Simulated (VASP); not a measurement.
Mo, 1 atom in the cell. The structure is hexagonal, space group P6/mmm (No. 191). The conventional cell has a = 2.722 Å, b = 2.722 Å, c = 2.490 Å, α = 90.00°, β = 90.00°, γ = 120.00°. Within 3.3 Å of Mo (site symmetry 6/mmm) lie 8 Mo at 2.49 to 2.72 Å. 

- Program: VASP 6.6.1
- Task: single point
- Functional: LDA
- Potentials or basis: VASP PAW LDA potentials, release 64 (Mo_sv)
- Cutoff: 520 eV
- k mesh: 14 × 14 × 13
- Occupations: methfessel-paxton, width 0.1 eV
- Spin: no spin polarisation
- Dipole correction: no
- Further INCAR settings: ALGO = Normal; EDIFF = 1e-06; NBANDS = 13

Potentials or basis: VASP PAW LDA potentials, release 64 (Mo_sv).

The run is started by

```bash
$ cat potpaw_LDA.64/Mo_sv/POTCAR > POTCAR
$ mpirun -np 1 vasp_std > vasp.out
```

Hardware: 1 thread of Intel(R) Xeon(R) 6975P-C (Granite Rapids) (shared host).

Question: Estimate the wall time of this run.

Answer: Run time: 9.9 s on 1 thread of Intel(R) Xeon(R) 6975P-C (Granite Rapids) (shared host), peak memory 0.14 GiB. Counts: scf iterations 12, k points 168.
